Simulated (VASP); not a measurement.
Ho2Sb2N, 5 atoms in the cell. It takes space group I4/mmm (No. 139, tetragonal). The conventional cell has a = 3.942 Å, b = 3.942 Å, c = 14.443 Å, α = 90.00°, β = 90.00°, γ = 90.00°. Within 3.1 Å of Ho (site symmetry 4mm) lie 4 Sb at 2.34 Å. Sb (site symmetry -4m2) has 4 Ho at 2.34 Å and 4 Sb at 2.79 Å within 3.1 Å. Within 4.9 Å of N (site symmetry 4/mmm) lie 10 Ho at 3.64 to 4.87 Å and 4 N at 3.94 Å and 8 Sb at 4.11 Å. The cell was generated, and may not be a known phase.

* Program: VASP 6.6.1
* Task: relaxation of cell and atoms
* Functional: PBE
* Potentials or basis: VASP PAW PBE potentials, release 64 (Ho_3, Sb, N), 4f in core
* Cutoff: 600 eV
* k mesh: 6 × 6 × 6
* Occupations: gaussian, width 0.2 eV
* Spin: no spin polarisation
* Dipole correction: no
* Further INCAR settings: ALGO = Normal; EDIFF = 1e-07; IBRION = 2; EDIFFG = -0.08; NSW = 36; ISIF = 3

Potentials or basis: VASP PAW PBE potentials, release 64 (Ho_3, Sb, N), 4f in core.

Run with:

```sh
$ cat potpaw_PBE.64/Ho_3/POTCAR potpaw_PBE.64/Sb/POTCAR potpaw_PBE.64/N/POTCAR > POTCAR
$ mpirun -np 1 vasp_std > vasp.out
```

Hardware: 1 thread of Intel(R) Xeon(R) 6975P-C (Granite Rapids) (shared host).

Problem. How long does it take, and how much memory?

Solution. It took 52 min on 1 thread of Intel(R) Xeon(R) 6975P-C (Granite Rapids), with other jobs on the host, peak memory 0.72 GiB. Counts: scf iterations 291, k points 30, ion steps 21.
